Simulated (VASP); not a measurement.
Input of a VASP 6.6.1 run:

File INCAR:

```
SYSTEM = HfO2
PREC = Accurate ; ENCUT = 520
EDIFF = 1E-8 ; ISMEAR = -1
SIGMA = 0.01 ; LREAL = .False.
LASPH = .True. ; NELM = 60
ALGO = Normal ; ISIF = 2
LWAVE = .False. ; LCHARG = .False.
LEFG = .True. ; NBANDS = 18
```

The input KPOINTS:

```
regular mesh
0
Gamma
  8 8 8
  0 0 0
```

File POSCAR:

```
HfO2
1.0
    0.0000000000      2.5911551753      2.5911551753
    2.5911551753      0.0000000000      2.5911551753
    2.5911551753      2.5911551753      0.0000000000
Hf O
1 2
Direct
    0.0000000000      0.0000000000      0.0000000000
    0.2500000000      0.2500000000      0.2500000000
    0.7500000000      0.7500000000      0.7500000000
```

Potentials or basis: VASP PAW LDA potentials, release 64 (Hf_pv, O).

The run is started by

```bash
$ cat potpaw_LDA.64/Hf_pv/POTCAR potpaw_LDA.64/O/POTCAR > POTCAR
$ mpirun -np 1 vasp_std > vasp.out
```

(1) Predict the band gap on the k mesh.

(2) Predict the pressure.

## Answers

(1) 3.42 eV.

(2) -26.6 GPa.

Caveat: the cell stands under tension; spin-orbit coupling is left out, which moves the levels of the heavy elements.
